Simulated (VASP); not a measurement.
Write the native input for VASP 6.6.1 that does the following.

```yaml
Task: single point
Functional: r2SCAN
Potentials_or_basis: VASP PAW PBE potentials, release 64 (Sr_sv, O)
Cutoff: 520 eV
k_mesh: 8 × 8 × 8
Occupations: gaussian, width 0.01 eV
Spin: no spin polarisation
Dipole_correction: no
Further_INCAR_settings: ALGO = Normal; EDIFF = 1e-06; NBANDS = 15
```

The system is SrO.

```
Sr O
1.0
     0.00000    2.64413    2.54797
     2.64413    0.00000    2.54797
     2.64413    2.64413    0.00000
Sr O
1 1
Direct
  0.00000 0.00000 0.00000
  0.50000 0.50000 0.50000
```

This cell differs from its parent crystal: epitaxial xy strain +2.5%.

These files were run (other wordings do the same):

POSCAR

```
SrO
1.0
    0.0000000000      2.6441316455      2.5479726633
    2.6441316455      0.0000000000      2.5479726633
    2.6441316455      2.6441316455      0.0000000000
Sr O
1 1
Direct
    0.0000000000      0.0000000000      0.0000000000
    0.5000000000      0.5000000000      0.5000000000
```

INCAR.step1

```
PREC = Accurate ; ENCUT = 520
ISMEAR = 0 ; SIGMA = 0.01
LREAL = F ; LASPH = T
NELM = 60 ; NBANDS = 15
GGA = PE ; ALGO = Normal
EDIFF = 1E-4 ; LWAVE = T
LCHARG = F
```

INCAR.step2

```
PREC = Accurate ; ENCUT = 520
EDIFF = 1E-6 ; ISMEAR = 0
SIGMA = 0.01 ; LREAL = F
LASPH = T ; NELM = 60
ALGO = Normal ; ISIF = 2
LWAVE = F ; LCHARG = F
METAGGA = R2SCAN ; LMIXTAU = T
NBANDS = 15 ; ISTART = 1
```

KPOINTS

```
regular mesh
0
Gamma
  8 8 8
```

Potentials or basis: VASP PAW PBE potentials, release 64 (Sr_sv, O).

Command:

```bash
$ cat potpaw_PBE.64/Sr_sv/POTCAR potpaw_PBE.64/O/POTCAR > POTCAR
$ cp INCAR.step1 INCAR
$ mpirun -np 1 vasp_std > vasp.out
$ cp INCAR.step2 INCAR
$ mpirun -np 1 vasp_std > vasp.out
```

It gave:

```yaml
Pressure: -2.4 GPa
Band_gap_on_the_k_mesh: 3.59 eV (least direct gap 3.83 eV)
```

Caveat: the cell differs from its parent crystal (epitaxial xy strain +2.5%); the PAW data sets were made with another functional, which shifts forces and pressure a little.

Run time: 2.4 min on 1 thread of Intel(R) Xeon(R) Platinum 8259CL CPU @ 2.50GHz (Skylake/Cascade Lake), with other jobs on the host, peak memory 0.19 GiB.
